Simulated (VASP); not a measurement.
# CaO (Fm-3m) in VASP: further runs

CaO is run at these levels: HF; tasks: single point, relaxation of cell and atoms.

Everything below comes from runs of VASP 6.6.1. Logs are shortened: lines on timing, memory, paths and dates and some standing lists are left out, and cuts for length are marked.

### 1 The cell of the first run

Symmetry: Fm-3m, No. 225, cubic system. The conventional cell has a = 4.858 Å, b = 4.858 Å, c = 4.858 Å, α = 90.00°, β = 90.00°, γ = 90.00°. Within 3.2 Å of Ca (site symmetry m-3m) lie 6 O at 2.43 Å. O (site symmetry m-3m) has 6 Ca at 2.43 Å within 3.2 Å.

### 2 Single point, HF

The input, POSCAR:

```
CaO
1.0
    0.0000000000      2.4290658798      2.4290658798
    2.4290658798      0.0000000000      2.4290658798
    2.4290658798      2.4290658798      0.0000000000
Ca O
1 1
Direct
    0.0000000000      0.0000000000      0.0000000000
    0.5000000000      0.5000000000      0.5000000000
```

The input, INCAR.step1:

```
PREC = Accurate
ENCUT = 520
EDIFF = 1E-5
ISMEAR = -1
SIGMA = 0.05
LREAL = F
LASPH = T
NELM = 60
ALGO = Normal
ISIF = 2
LWAVE = T
LCHARG = F
GGA = PE
NBANDS = 15
```

The input, INCAR.step2:

```
PREC = Accurate
ENCUT = 520
EDIFF = 1E-7
ISMEAR = -1
SIGMA = 0.05
LREAL = F
LASPH = T
NELM = 60
ALGO = Normal
ISIF = 2
LWAVE = F
LCHARG = F
GGA = PE
LHFCALC = T
AEXX = 1.0
ALDAC = 0.0
AGGAC = 0.0
PRECFOCK = Normal
ISTART = 1
NBANDS = 15
```

The input, KPOINTS:

```
Automatic mesh
0
Gamma
  5 5 5
```

Potentials or basis: VASP PAW PBE potentials, release 64 (Ca_sv, O).

Run with:

```bash
$ cat potpaw_PBE.64/Ca_sv/POTCAR potpaw_PBE.64/O/POTCAR > POTCAR
$ cp INCAR.step1 INCAR
$ mpirun -np 1 vasp_std > vasp.out
$ cp INCAR.step2 INCAR
$ mpirun -np 1 vasp_std > vasp.out
```

OUTCAR:

```text
PREC = Accurate
   ENCUT = 520
   EDIFF = 1E-7
   ISMEAR = -1
   LREAL = F
   LASPH = T
   NELM = 60
   ISIF = 2
   GGA = PE
   LHFCALC = T
   AEXX = 1.0
   PRECFOCK = Normal
   ISTART = 1

 ion  position               nearest neighbor table
   1  0.000  0.000  0.000-   2 2.43   2 2.43   2 2.43   2 2.43   2 2.43   2 2.43
   2  0.500  0.500  0.500-   1 2.43   1 2.43   1 2.43   1 2.43   1 2.43   1 2.43

  LATTYP: Found a face centered cubic cell.
 ALAT       =     4.8581317596

  Lattice vectors:

 A1 = (   0.0000000000,   2.4290658798,   2.4290658798)
 A2 = (   2.4290658798,   0.0000000000,   2.4290658798)
 A3 = (   2.4290658798,   2.4290658798,   0.0000000000)

Analysis of symmetry for initial positions (statically):
=====================================================================
 Subroutine PRICEL returns:
 Original cell was already a primitive cell.

 Routine SETGRP: Setting up the symmetry group for a
 face centered cubic supercell.

 Subroutine GETGRP returns: Found 48 space group operations
 (whereof 48 operations were pure point group operations)
 out of a pool of 48 trial point group operations.

The static configuration has the point symmetry O_h .

Analysis of symmetry for dynamics (positions and initial velocities):
=====================================================================
 Subroutine PRICEL returns:
 Original cell was already a primitive cell.

 Routine SETGRP: Setting up the symmetry group for a
 face centered cubic supercell.

 Subroutine GETGRP returns: Found 48 space group operations
 (whereof 48 operations were pure point group operations)
 out of a pool of 48 trial point group operations.

The dynamic configuration has the point symmetry O_h .

 Subroutine INISYM returns: Found 48 space group operations
 (whereof 48 operations are pure point group operations),
 and found     1 'primitive' translations

----------------------------------------------------------------------------------------

                                     Primitive cell

  volume of cell :      28.6647

  direct lattice vectors                    reciprocal lattice vectors
     0.000000000  2.429065880  2.429065880    -0.205840444  0.205840444  0.205840444
     2.429065880  0.000000000  2.429065880     0.205840444 -0.205840444  0.205840444
     2.429065880  2.429065880  0.000000000     0.205840444  0.205840444 -0.205840444

  length of vectors
     3.435217911  3.435217911  3.435217911     0.356526108  0.356526108  0.356526108

  position of ions in fractional coordinates (direct lattice)
     0.000000000  0.000000000  0.000000000
     0.500000000  0.500000000  0.500000000

  ion indices of the primitive-cell ions
   primitive index   ion index
                 1           1
                 2           2

----------------------------------------------------------------------------------------

 KPOINTS: Automatic mesh

Automatic generation of k-mesh.
 Grid dimensions read from file:
 generate k-points for:    5    5    5

 Generating k-lattice:

  Cartesian coordinates                     Fractional coordinates (reciprocal lattice)
    -0.041168089  0.041168089  0.041168089     0.200000000  0.000000000  0.000000000
     0.041168089 -0.041168089  0.041168089     0.000000000  0.200000000  0.000000000
     0.041168089  0.041168089 -0.041168089     0.000000000  0.000000000  0.200000000

  Length of vectors
     0.071305222  0.071305222  0.071305222

  Shift w.r.t. Gamma in fractional coordinates (k-lattice)
     0.000000000  0.000000000  0.000000000

 Subroutine IBZKPT returns following result:
 ===========================================

 Found     10 irreducible k-points:

 Following reciprocal coordinates:
            Coordinates               Weight
  0.000000  0.000000  0.000000      1.000000
  0.200000  0.000000  0.000000      8.000000
  0.400000  0.000000  0.000000      8.000000
  0.200000  0.200000  0.000000      6.000000
  0.400000  0.200000  0.000000     24.000000
 -0.400000  0.200000  0.000000     24.000000
 -0.200000  0.200000  0.000000     12.000000
  0.400000  0.400000  0.000000      6.000000
 -0.400000  0.400000  0.000000     12.000000
 -0.400000  0.400000  0.200000     24.000000
   k-points           NKPTS =     10   k-points in BZ     NKDIM =    125   number of bands    NBANDS=     15
   number of dos      NEDOS =    301   number of ions     NIONS =      2
   total plane-waves  NPLWV =  21952
   dimension x,y,z NGX =    28 NGY =   28 NGZ =   28
   dimension x,y,z NGXF=    56 NGYF=   56 NGZF=   56
   ions per type =               1   1
   NGX,Y,Z   is equivalent  to a cutoff of  13.55, 13.55, 13.55 a.u.
   NGXF,Y,Z  is equivalent  to a cutoff of  27.10, 27.10, 27.10 a.u.
 SYSTEM =  unknown system
   PREC   = accura    normal or accurate (medium, high low for compatibility)
   ISTART =      1    job   : 0-new  1-cont  2-samecut
   ICHARG =      0    charge: 1-file 2-atom 10-const
   ISPIN  =      1    spin polarized calculation?
   LNONCOLLINEAR =      F non collinear calculations
   LSORBIT =      F    spin-orbit coupling
   LASPH  =      T    aspherical Exc in radial PAW
   ENCUT  =  520.0 eV  38.22 Ry    6.18 a.u.   6.39  6.39  6.39*2*pi/ulx,y,z
   NELM   =     60;   NELMIN=  2; NELMDL=  0     # of ELM steps
   EDIFF  = 0.1E-06   stopping-criterion for ELM
   LREAL  =      F    real-space projection
   EDIFFG = 0.1E-05   stopping-criterion for IOM
   NSW    =      0    number of steps for IOM
   IBRION =     -1    ionic relax: 0-MD 1-quasi-New 2-CG
   NFREE  =      0    steps in history (QN), initial steepest desc. (CG)
   ISIF   =      2    stress and relaxation
   ISYM   =      3    0-nonsym 1-usesym 2-fastsym
   POTIM  = 0.5000    time-step for ionic-motion
   TEBEG  =    0.0;   TEEND  =   0.0 temperature during run
   PSTRESS=    0.0 pullay stress
   NELECT =      16.0000    total number of electrons
   NUPDOWN=      -1.0000    fix difference up-down
   EMIN   =  10.00;   EMAX   =-10.00  energy-range for DOS
   EFERMI =   0.00;   METHOD = LEGACY
   ISMEAR =    -1;   SIGMA  =   0.05  broadening in eV -4-tet -1-fermi 0-gaus
   EFERMI_NEDOS =   21; number of points for ismear=-14 and -15
   IALGO  =     38    algorithm
   IMIX   =      1    mixing-type and parameters
     AMIX     =   0.40;   BMIX     =  1.00
     AMIX_MAG =   1.60;   BMIX_MAG =  1.00
  volume/ion in A,a.u.               =      14.33        96.72
  Fermi-wavevector in a.u.,A,eV,Ry     =   1.347924  2.547208 24.720428  1.816900
  Thomas-Fermi vector in A             =   2.475635
   LORBIT       =      0    0 simple, 1 ext, 2 COOP (PROOUT), +10 PAW based schemes
   GGA     = PE    functional components
   LHFCALC =     T    Hartree Fock is set to
   PRECFOCK=normal    Normal, Fast or Accurate (Low or Medium for compatibility)
   ENCUT4O =  -1.0   cutoff for four orbital integrals eV
   NKREDX  =     1    reduce k-point grid by
   NKREDY  =     1    reduce k-point grid by
   NKREDZ  =     1    reduce k-point grid by
   AEXX    =    1.0000 exact exchange contribution
   HFSCREEN=    0.0000 screening length (either q_TF or 0.3 A-1)
   HFSCREENC=   0.0000 screening length for correlation (either q_TF or 0.3 A-1)
   ENCUTFOCK=  -1.0 apply spherical cutoff to Coloumb kernel
   IVDW    =     0    specifies the selected vdW correction
   LEPSILON=     F    determine dielectric tensor
   LRPA    =     F    only Hartree local field effects (RPA)
 non-spin polarized calculation
  energy-cutoff  :      520.00
  volume of cell :       28.66
 maximum number of plane-waves:       785
 NGX is ok and might be reduce to    28
  NGX = 20; NGY = 20; NGZ = 20

 number of electron      16.0000002 magnetization

 Free energy of the ion-electron system (eV)
  ---------------------------------------------------
  ext. energy  EPLUGINS =         0.00000000
  ---------------------------------------------------
  free energy    TOTEN  =       -21.95389723 eV

  energy without entropy =      -21.95389723  energy(sigma->0) =      -21.95389723

 E-fermi :  -1.5065     XC(G=0):   0.0000

 val. band max:       -2.7471047781   @ k =   0.0000   0.0000   0.0000
 cond. band min:      11.4595178634   @ k =   0.4000   0.4000   0.0000
 fundamental gap:     14.2066226415
 Fermi energy:        -1.5065451585

 k-point     1 :       0.0000    0.0000    0.0000
  band No.  band energies     occupation
      1     -50.0738      2.00000
      2     -24.9892      2.00000
      3     -24.9892      2.00000
      4     -24.9892      2.00000
      5     -23.9801      2.00000
      6      -2.7471      2.00000
      7      -2.7471      2.00000
      8      -2.7471      2.00000
      9      11.5448      0.00000
     10      14.8192      0.00000
     11      14.8192      0.00000
     12      14.8192      0.00000
     13      16.9399      0.00000
     14      16.9399      0.00000
     15      22.3153      0.00000

 k-point     2 :       0.2000    0.0000    0.0000
  band No.  band energies     occupation
      1     -50.0392      2.00000
      2     -25.9257      2.00000
      3     -25.0016      2.00000
      4     -25.0016      2.00000
      5     -22.9759      2.00000
      6      -3.9626      2.00000
      7      -3.2252      2.00000
      8      -3.2252      2.00000
      9      13.2182      0.00000
     10      14.5392      0.00000
     11      15.6914      0.00000
     12      15.6914      0.00000
     13      18.0331      0.00000
     14      18.0331      0.00000
     15      24.4613      0.00000
[... 113 lines left out ...]
      3     -25.5642      2.00000
      4     -25.1854      2.00000
      5     -23.0815      2.00000
      6      -4.3285      2.00000
      7      -4.0088      2.00000
      8      -3.5489      2.00000
      9      12.4054      0.00000
     10      17.2159      0.00000
     11      17.7176      0.00000
     12      19.2530      0.00000
     13      19.4875      0.00000
     14      21.6631      0.00000
     15      21.9350      0.00000

 k-point    10 :      -0.4000    0.4000    0.2000
  band No.  band energies     occupation
      1     -49.9505      2.00000
      2     -26.0903      2.00000
      3     -25.3463      2.00000
      4     -25.2546      2.00000
      5     -22.7288      2.00000
      6      -4.6644      2.00000
      7      -3.9584      2.00000
      8      -3.8017      2.00000
      9      13.6369      0.00000
     10      15.6129      0.00000
     11      17.8237      0.00000
     12      19.1911      0.00000
     13      20.0379      0.00000
     14      21.8234      0.00000
     15      22.5617      0.00000

------------------------ aborting loop because EDIFF is reached ----------------------------------------

  FORCE on cell =-STRESS in cart. coord.  units (eV):
  Direction    XX          YY          ZZ          XY          YZ          ZX
  --------------------------------------------------------------------------------------
  -------------------------------------------------------------------------------------
  Total        0.1204039      0.1204039      0.1204039      0.0000000     -0.0000000     -0.0000000
  in kB        6.7298182      6.7298182      6.7298182      0.0000000     -0.0000000     -0.0000000
  external PRESSURE =       6.7298182 kB  Pullay stress =       0.0000000 kB

 VOLUME and BASIS-vectors are now :
 -----------------------------------------------------------------------------
  energy-cutoff  :      520.00
  volume of cell :       28.66
      direct lattice vectors                 reciprocal lattice vectors
     0.000000000  2.429065880  2.429065880    -0.205840444  0.205840444  0.205840444
     2.429065880  0.000000000  2.429065880     0.205840444 -0.205840444  0.205840444
     2.429065880  2.429065880  0.000000000     0.205840444  0.205840444 -0.205840444

 POSITION                                       TOTAL-FORCE (eV/Angst)
 -----------------------------------------------------------------------------------
      0.00000      0.00000      0.00000         0.000000     -0.000000      0.000000
      2.42907      2.42907      2.42907        -0.000000      0.000000      0.000000
 -----------------------------------------------------------------------------------
    total drift:                                0.000000      0.000000     -0.000000

  FREE ENERGIE OF THE ION-ELECTRON SYSTEM (eV)
  ---------------------------------------------------
  free  energy   TOTEN  =       -21.9538972322 eV

  energy  without entropy=      -21.9538972322  energy(sigma->0) =      -21.95389723
```

It took 15 min on 1 thread of Intel Xeon Platinum 8488C (Sapphire Rapids), shared host; peak memory 0.17 GiB.

What came out:

- Free energy: -21.9539 eV
- Pressure: 0.7 GPa
- Band gap on the k mesh: 14.21 eV (least direct gap 14.29 eV)

Levels at points of the mesh, in eV from the valence-band top:
```csv
k point,band 4,band 5,band 6,band 7,band 8,band 9,band 10,band 11,band 12,band 13
"(0.00, 0.00, 0.00)",-22.24,-21.23,0.00,0.00,0.00,14.29,17.57,17.57,17.57,19.69
```

Caveat: the k points lie up to 0.45 Å⁻¹ apart; the PAW data sets were made with another functional, which shifts forces and pressure a little; an odd mesh through Γ misses points on the zone boundary, where band edges can lie.

### 3 Relaxation of cell and atoms, HF

This run uses another cell than the first one, of 13.89 Å³/atom.

The input, POSCAR:

```
CaO
1.0
    0.0000000000      2.4035556960      2.4035556960
    2.4035556960      0.0000000000      2.4035556960
    2.4035556960      2.4035556960      0.0000000000
Ca O
1 1
Direct
    0.0000000000      0.0000000000      0.0000000000
    0.5000000000      0.5000000000      0.5000000000
```

The input, INCAR.step1:

```
ALGO = Normal ; EDIFF = 1E-5
ENCUT = 600 ; GGA = PE
ISMEAR = -1 ; LASPH = T
LCHARG = F ; LREAL = F
LWAVE = T ; NBANDS = 15
NELM = 80 ; PREC = Accurate
SIGMA = 0.05
```

The input, INCAR.step2:

```
AEXX = 1.0 ; AGGAC = 0.0
ALDAC = 0.0 ; ALGO = Normal
EDIFF = 1E-6 ; EDIFFG = -0.01
ENCUT = 600 ; GGA = PE
IBRION = 2 ; ISIF = 3
ISMEAR = -1 ; ISTART = 1
LASPH = T ; LCHARG = F
LHFCALC = T ; LREAL = F
LWAVE = F ; NELM = 80
NSW = 60 ; PREC = Accurate
PRECFOCK = Normal ; SIGMA = 0.05
```

The input, KPOINTS:

```
k-points
0
Gamma
  5 5 5
```

Potentials or basis: VASP PAW PBE potentials, release 64 (Ca_sv, O).

Run with:

```bash
$ cat potpaw_PBE.64/Ca_sv/POTCAR potpaw_PBE.64/O/POTCAR > POTCAR
$ cp INCAR.step1 INCAR
$ mpirun -np 1 vasp_std > vasp.out
$ cp INCAR.step2 INCAR
$ mpirun -np 1 vasp_std > vasp.out
```

It took 56 min on 1 thread of Intel Xeon Platinum 8488C (Sapphire Rapids), shared host; peak memory 0.17 GiB.

It converged, with:

```
Free energy                           : -21.9563 eV
Relaxed volume                        : 14.39 Å³/atom
Relaxed cell                          : a = 3.440 Å, b = 3.440 Å, c = 3.440 Å, α = 60.00°, β = 60.00°, γ = 60.00°
Space group after relaxing (to 0.1 Å) : Fm-3m (No. 225)
Energy gained by relaxing             : 6.9 meV/atom
Ionic steps                           : 3
Pressure after relaxing               : 0.1 GPa
Band gap on the k mesh                : 14.21 eV (least direct gap 14.25 eV)
```

Step by step:
| step | energy change (eV) | largest force (eV/Å) | pressure (GPa) | volume (Å³) |
| --- | --- | --- | --- | --- |
| 1 | 0.0000 | 0.0000 | 4.52 | 27.77 |
| 2 | -0.0095 | 0.0000 | -2.19 | 29.38 |
| 3 | -0.0138 | 0.0000 | 0.08 | 28.78 |

Final structure:
```yaml
crystal:
  lattice:
    - [0.00000, 2.43237, 2.43237]
    - [2.43237, 0.00000, 2.43237]
    - [2.43237, 2.43237, 0.00000]
  atoms:
    - { symbol: Ca, position: [0.00000, 0.00000, 0.00000] }
    - { symbol: O, position: [0.50000, 0.50000, 0.50000] }
```

Levels at points of the mesh, in eV from the valence-band top:
```csv
k point,band 5,band 6,band 7,band 8,band 9,band 10,band 11,band 12
"(0.00, 0.00, 0.00)",-21.23,0.00,0.00,0.00,14.25,17.55,17.55,17.55
```

Caveat: the k points lie up to 0.45 Å⁻¹ apart in the final cell; the PAW data sets were made with another functional, which shifts forces and pressure a little; an odd mesh through Γ misses points on the zone boundary, where band edges can lie.
